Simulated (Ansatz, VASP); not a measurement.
## H: VASP beside Ansatz

```
H
1.0
     2.54478   -2.48990    0.00000
     2.54478    2.48990    0.00000
     0.00000    0.00000    4.01756
H
4
Direct
  0.95330 0.04670 0.06851
  0.45330 0.54670 0.43149
  0.54670 0.45330 0.56851
  0.04670 0.95330 0.93149
```

Change from the starting cell: strain -0.030 along x and y, -0.030 along z, atoms carried along.

Alike in both runs: task single point; functional PBEsol; k mesh 6 × 6 × 6; occupations gaussian, width 0.05 eV; no spin polarisation.

```csv
,VASP,Ansatz
version,VASP 6.6.1,Ansatz 0.2.0
potentials or method,"VASP PAW PBE potentials, release 64 (H), cutoff 520 eV","scalar-relativistic, plane waves, PAW"
valence electrons in the cell,4,4
```

|  | VASP | Ansatz | Ansatz less VASP |
| --- | --- | --- | --- |
| gap on the k mesh at the Fermi level (eV) | 9.21 | 9.22 | +0.003 |
| least direct gap on the mesh (eV) | 9.93 | 9.93 | +0.002 |
| pressure (GPa) | 2.1 | 2.3 | +0.18 |
| traceless stress, the component that is largest in VASP (GPa) | -2.17 | -2.19 | -0.017 |
| rms of the force components (eV/Å) | 0.840 | 0.840 | -0.0003 |

VASP's potentials were made for PBE, not for PBEsol. Atom by atom the forces differ by 0.000 eV/Å (rms over components).
